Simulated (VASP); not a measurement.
Input of a VASP 6.6.1 run:

INCAR

```
SYSTEM = CuSnSb
  PREC = Accurate
  ENCUT = 520
  EDIFF = 1E-7
  ISMEAR = 0
  SIGMA = 0.1
  LREAL = .False.
  LASPH = .True.
  NELM = 80
  ALGO = Normal
  ISIF = 2
  LWAVE = .False.
  LCHARG = .False.
  GGA = PE
  NBANDS = 39
```

Contents of KPOINTS:

```
Automatic mesh
0
Gamma
  4 4 4
  0 0 0
```

POSCAR

```
CuSnSb
1.0
    4.3869188236      0.0000000000      0.0000000000
    0.0000000000      4.3869188236      0.0000000000
    0.0000000000      0.0000000000      7.1850289139
Cu Sn Sb
2 2 2
Direct
    0.5000000000      0.0000000000      0.2412614362
    0.0000000000      0.5000000000      0.7587385638
    0.5000000000      0.0000000000      0.6110693789
    0.0000000000      0.5000000000      0.3889306211
    0.0000000000      0.0000000000      0.0000000000
    0.5000000000      0.5000000000      0.0000000000
```

Potentials or basis: VASP PAW PBE potentials, release 64 (Cu, Sn_d, Sb).

Launch:

```sh
$ cat potpaw_PBE.64/Cu/POTCAR potpaw_PBE.64/Sn_d/POTCAR potpaw_PBE.64/Sb/POTCAR > POTCAR
$ mpirun -np 1 vasp_std > vasp.out
```

**Question.** Estimate the pressure.

**Answer.** 0.1 GPa.

**Question.** Estimate the band gap on the k mesh.

**Answer.** Zero (band 30 reaches 8.43 eV, above the bottom of band 31 at 6.07 eV).

**Question.** What does it give for the largest force?

**Answer.** 0.018 eV/Å.

Stress tensor (GPa, compression positive):
```
0.11 0.00 0.00
0.00 0.11 0.00
0.00 0.00 0.18
```

Caveat: spin-orbit coupling is left out, which moves the levels of the heavy elements.
